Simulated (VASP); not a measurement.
# HgTe (I-4m2) in VASP: further runs

HgTe is run at these levels: PBEsol; tasks: single point.

Program: VASP 6.6.1. These are calculated values, not measurements. Logs are shortened: lines on timing, memory, paths and dates and some standing lists are left out, and cuts for length are marked.

## (1) The cell of the first run

Symmetry: I-4m2, No. 119, tetragonal system. The conventional cell has a = 4.559 Å, b = 4.559 Å, c = 6.318 Å, α = 90.00°, β = 90.00°, γ = 90.00°. Within 3.7 Å of Hg (site symmetry -4m2) lie 4 Te at 2.77 Å. Within 3.7 Å of Te (site symmetry -4m2) lie 4 Hg at 2.77 Å.

## (2) Single point, PBEsol (zz strain of -2 %)

The input, INCAR:

```
ALGO = Normal
EDIFF = 1E-6
ENCUT = 520
GGA = PS
ISIF = 2
ISMEAR = -1
LASPH = T
LCHARG = T
LELF = T
LREAL = F
LVHAR = T
LWAVE = F
NBANDS = 16
NELM = 60
PREC = Accurate
SIGMA = 0.05
```

The input, KPOINTS:

```
k-points
0
Gamma
  9 9 9
```

The input, POSCAR:

```
HgTe
1.0
    0.0000000000      3.2235000000      3.1590300000
    3.2235000000      0.0000000000      3.1590300000
    3.2235000000      3.2235000000      0.0000000000
Hg Te
1 1
Direct
    0.0000000000      0.0000000000      0.0000000000
    0.7500000000      0.7500000000      0.7500000000
```

Potentials or basis: VASP PAW PBE potentials, release 64 (Hg, Te).

Launch:

```sh
$ cat potpaw_PBE.64/Hg/POTCAR potpaw_PBE.64/Te/POTCAR > POTCAR
$ mpirun -np 1 vasp_std > vasp.out
```

OUTCAR:

```text
EDIFF = 1E-6
   ENCUT = 520
   GGA = PS
   ISIF = 2
   ISMEAR = -1
   LASPH = T
   LREAL = F
   NELM = 60
   PREC = Accurate

 ion  position               nearest neighbor table
   1  0.000  0.000  0.000-   2 2.77   2 2.77   2 2.77   2 2.77
   2  0.750  0.750  0.750-   1 2.77   1 2.77   1 2.77   1 2.77

  LATTYP: Found a body centered tetragonal cell.
 ALAT       =     4.5587174183
 C/A-ratio  =     1.3859292911

  Lattice vectors:

 A1 = (   0.0000000000,  -3.2235000000,  -3.1590300000)
 A2 = (   0.0000000000,   3.2235000000,  -3.1590300000)
 A3 = (   3.2235000000,   0.0000000000,   3.1590300000)

Analysis of symmetry for initial positions (statically):
=====================================================================
 Subroutine PRICEL returns:
 Original cell was already a primitive cell.

 Routine SETGRP: Setting up the symmetry group for a
 body centered tetragonal supercell.

 Subroutine GETGRP returns: Found  8 space group operations
 (whereof  8 operations were pure point group operations)
 out of a pool of 16 trial point group operations.

The static configuration has the point symmetry D_2d.

Analysis of symmetry for dynamics (positions and initial velocities):
=====================================================================
 Subroutine PRICEL returns:
 Original cell was already a primitive cell.

 Routine SETGRP: Setting up the symmetry group for a
 body centered tetragonal supercell.

 Subroutine GETGRP returns: Found  8 space group operations
 (whereof  8 operations were pure point group operations)
 out of a pool of 16 trial point group operations.

The dynamic configuration has the point symmetry D_2d.

 Subroutine INISYM returns: Found  8 space group operations
 (whereof  8 operations are pure point group operations),
 and found     1 'primitive' translations

----------------------------------------------------------------------------------------

                                     Primitive cell

  volume of cell :      65.6507

  direct lattice vectors                    reciprocal lattice vectors
     0.000000000  3.223500000  3.159030000    -0.155110904  0.155110904  0.158276433
     3.223500000  0.000000000  3.159030000     0.155110904 -0.155110904  0.158276433
     3.223500000  3.223500000  0.000000000     0.155110904  0.155110904 -0.158276433

  length of vectors
     4.513360477  4.513360477  4.558717418     0.270499934  0.270499934  0.270499934

  position of ions in fractional coordinates (direct lattice)
     0.000000000  0.000000000  0.000000000
     0.750000000  0.750000000  0.750000000

  ion indices of the primitive-cell ions
   primitive index   ion index
                 1           1
                 2           2

----------------------------------------------------------------------------------------

 KPOINTS: k-points

Automatic generation of k-mesh.
 Grid dimensions read from file:
 generate k-points for:    9    9    9

 Generating k-lattice:

  Cartesian coordinates                     Fractional coordinates (reciprocal lattice)
    -0.017234545  0.017234545  0.017586270     0.111111111 -0.000000000  0.000000000
     0.017234545 -0.017234545  0.017586270    -0.000000000  0.111111111  0.000000000
     0.017234545  0.017234545 -0.017586270     0.000000000  0.000000000  0.111111111

  Length of vectors
     0.030055548  0.030055548  0.030055548

  Shift w.r.t. Gamma in fractional coordinates (k-lattice)
     0.000000000  0.000000000  0.000000000

 Subroutine IBZKPT returns following result:
 ===========================================

 Found     75 irreducible k-points:

 Following reciprocal coordinates:
            Coordinates               Weight
  0.000000  0.000000  0.000000      1.000000
  0.111111  0.000000  0.000000      8.000000
  0.222222  0.000000  0.000000      8.000000
  0.333333  0.000000  0.000000      8.000000
  0.444444  0.000000  0.000000      8.000000
  0.111111  0.111111  0.000000      2.000000
[... 16 lines left out ...]
 -0.333333  0.333333  0.000000      4.000000
  0.444444  0.444444  0.000000      2.000000
 [... further k-points ...]
   k-points           NKPTS =     75   k-points in BZ     NKDIM =     75   number of bands    NBANDS=     16
   number of dos      NEDOS =    301   number of ions     NIONS =      2
   total plane-waves  NPLWV =  46656
   dimension x,y,z NGX =    36 NGY =   36 NGZ =   36
   dimension x,y,z NGXF=    72 NGYF=   72 NGZF=   72
   ions per type =               1   1
   NGX,Y,Z   is equivalent  to a cutoff of  13.26, 13.26, 13.13 a.u.
   NGXF,Y,Z  is equivalent  to a cutoff of  26.52, 26.52, 26.26 a.u.
 SYSTEM =  unknown system
   PREC   = accura    normal or accurate (medium, high low for compatibility)
   ISTART =      0    job   : 0-new  1-cont  2-samecut
   ICHARG =      2    charge: 1-file 2-atom 10-const
   ISPIN  =      1    spin polarized calculation?
   LNONCOLLINEAR =      F non collinear calculations
   LSORBIT =      F    spin-orbit coupling
   LASPH  =      T    aspherical Exc in radial PAW
   ENCUT  =  520.0 eV  38.22 Ry    6.18 a.u.   8.39  8.39  8.48*2*pi/ulx,y,z
   NELM   =     60;   NELMIN=  2; NELMDL= -5     # of ELM steps
   EDIFF  = 0.1E-05   stopping-criterion for ELM
   LREAL  =      F    real-space projection
   EDIFFG = 0.1E-04   stopping-criterion for IOM
   NSW    =      0    number of steps for IOM
   IBRION =     -1    ionic relax: 0-MD 1-quasi-New 2-CG
   NFREE  =      0    steps in history (QN), initial steepest desc. (CG)
   ISIF   =      2    stress and relaxation
   ISYM   =      2    0-nonsym 1-usesym 2-fastsym
   POTIM  = 0.5000    time-step for ionic-motion
   TEBEG  =    0.0;   TEEND  =   0.0 temperature during run
   PSTRESS=    0.0 pullay stress
   NELECT =      18.0000    total number of electrons
   NUPDOWN=      -1.0000    fix difference up-down
   EMIN   =  10.00;   EMAX   =-10.00  energy-range for DOS
   EFERMI =   0.00;   METHOD = LEGACY
   ISMEAR =    -1;   SIGMA  =   0.05  broadening in eV -4-tet -1-fermi 0-gaus
   EFERMI_NEDOS =   21; number of points for ismear=-14 and -15
   IALGO  =     38    algorithm
   IMIX   =      4    mixing-type and parameters
     AMIX     =   0.40;   BMIX     =  1.00
     AMIX_MAG =   1.60;   BMIX_MAG =  1.00
  volume/ion in A,a.u.               =      32.83       221.52
  Fermi-wavevector in a.u.,A,eV,Ry     =   1.063537  2.009794 15.389701  1.131111
  Thomas-Fermi vector in A             =   2.199025
   LORBIT       =      0    0 simple, 1 ext, 2 COOP (PROOUT), +10 PAW based schemes
   GGA     = PS    functional components
   LHFCALC =     F    Hartree Fock is set to
   AEXX    =    0.0000 exact exchange contribution
   IVDW    =     0    specifies the selected vdW correction
   LEPSILON=     F    determine dielectric tensor
   LRPA    =     F    only Hartree local field effects (RPA)
 non-spin polarized calculation
  energy-cutoff  :      520.00
  volume of cell :       65.65
 maximum number of plane-waves:      1792
 NGX is ok and might be reduce to    36
   NGX = 17   NGY = 17   NGZ = 17

 number of electron      17.9999998 magnetization

 Free energy of the ion-electron system (eV)
  ---------------------------------------------------
  ext. energy  EPLUGINS =         0.00000000
  ---------------------------------------------------
  free energy    TOTEN  =        -4.34909006 eV

  energy without entropy =       -4.34866641  energy(sigma->0) =       -4.34887824

 E-fermi :   3.3196     XC(G=0):  -9.0669

 val. band max:        3.3018229363   @ k =   0.0000   0.0000   0.0000
 cond. band min:       3.8513763746   @ k =   0.1111   0.0000   0.0000
 fundamental gap:      0.5495534382
 Fermi energy:         3.3195813064

 k-point     1 :       0.0000    0.0000    0.0000
  band No.  band energies     occupation
      1      -8.9760      2.00000
      2      -4.2615      2.00000
      3      -4.2615      2.00000
      4      -4.2568      2.00000
      5      -3.6977      2.00000
      6      -3.6816      2.00000
[... 8 lines left out ...]
     15      12.7007      0.00000
     16      12.9314      0.00000

 k-point     2 :       0.1111    0.0000    0.0000
  band No.  band energies     occupation
      1      -8.9104      2.00000
      2      -4.2435      2.00000
      3      -4.2433      2.00000
      4      -4.2360      2.00000
      5      -3.6992      2.00000
      6      -3.6844      2.00000
[... 8 lines left out ...]
     15      11.9227      0.00000
     16      12.0796      0.00000

 k-point     3 :       0.2222    0.0000    0.0000
  band No.  band energies     occupation
      1      -8.7373      2.00000
      2      -4.2002      2.00000
      3      -4.1958      2.00000
      4      -4.1485      2.00000
      5      -3.6980      2.00000
      6      -3.6871      2.00000
[... 8 lines left out ...]
     15      11.6242      0.00000
     16      11.7301      0.00000

 k-point     4 :       0.3333    0.0000    0.0000
  band No.  band energies     occupation
      1      -8.5273      2.00000
      2      -4.1586      2.00000
      3      -4.1503      2.00000
      4      -3.9140      2.00000
      5      -3.6855      2.00000
      6      -3.6804      2.00000
[... 8 lines left out ...]
     15      12.0868      0.00000
     16      12.0947      0.00000
[... 324 lines left out ...]
 k-point    22 :      -0.4444    0.3333    0.0000
  band No.  band energies     occupation
      1      -8.1749      2.00000
      2      -4.0687      2.00000
      3      -3.9568      2.00000
      4      -3.8487      2.00000
      5      -3.6548      2.00000
      6      -3.1876      2.00000
[... 8 lines left out ...]
     15      13.2089      0.00000
     16      14.9739      0.00000

 k-point    23 :      -0.3333    0.3333    0.0000
  band No.  band energies     occupation
      1      -8.2003      2.00000
      2      -4.0690      2.00000
      3      -3.9992      2.00000
      4      -3.7625      2.00000
      5      -3.6836      2.00000
      6      -3.2397      2.00000
[... 8 lines left out ...]
     15      12.2182      0.00000
     16      15.1951      0.00000

 k-point    24 :       0.4444    0.4444    0.0000
  band No.  band energies     occupation
      1      -8.1664      2.00000
      2      -4.1018      2.00000
      3      -3.9058      2.00000
      4      -3.9058      2.00000
      5      -3.6264      2.00000
      6      -3.3070      2.00000
[... 8 lines left out ...]
     15      13.4620      0.00000
     16      15.0250      0.00000

 [... further k-points ...]

------------------------ aborting loop because EDIFF is reached ----------------------------------------

  FORCE on cell =-STRESS in cart. coord.  units (eV):
  Direction    XX          YY          ZZ          XY          YZ          ZX
  --------------------------------------------------------------------------------------
  -------------------------------------------------------------------------------------
  Total        0.9803325      0.9803325      1.0899688      0.0000000     -0.0000000      0.0000000
  in kB       23.9246107     23.9246107     26.6002409      0.0000000     -0.0000000      0.0000000
  external PRESSURE =      24.8164875 kB  Pullay stress =       0.0000000 kB

 VOLUME and BASIS-vectors are now :
 -----------------------------------------------------------------------------
  energy-cutoff  :      520.00
  volume of cell :       65.65
      direct lattice vectors                 reciprocal lattice vectors
     0.000000000  3.223500000  3.159030000    -0.155110904  0.155110904  0.158276433
     3.223500000  0.000000000  3.159030000     0.155110904 -0.155110904  0.158276433
     3.223500000  3.223500000  0.000000000     0.155110904  0.155110904 -0.158276433

 POSITION                                       TOTAL-FORCE (eV/Angst)
 -----------------------------------------------------------------------------------
      0.00000      0.00000      0.00000         0.000000      0.000000      0.000000
      4.83525      4.83525      4.73855        -0.000000     -0.000000     -0.000000
 -----------------------------------------------------------------------------------
    total drift:                                0.000000      0.000000     -0.000000

  FREE ENERGIE OF THE ION-ELECTRON SYSTEM (eV)
  ---------------------------------------------------
  free  energy   TOTEN  =        -4.3490900609 eV

  energy  without entropy=       -4.3486664131  energy(sigma->0) =       -4.34887824
```

It took 33 s on 1 thread of Intel Xeon 6975P-C (Granite Rapids), shared host; peak memory 0.25 GiB.

Results:

| Property | Result |
| --- | --- |
| Free energy | -4.3491 eV |
| Pressure | 2.5 GPa |

Stress tensor (GPa, compression positive):
```
2.39 0.00 0.00
0.00 2.39 0.00
0.00 0.00 2.66
```

Caveat: the cell differs from its parent crystal (zz strain of -2 %); the PAW data sets were made with another functional, which shifts forces and pressure a little; spin-orbit coupling is left out, which moves the levels of the heavy elements.

(Continued in part 2 of 2.)
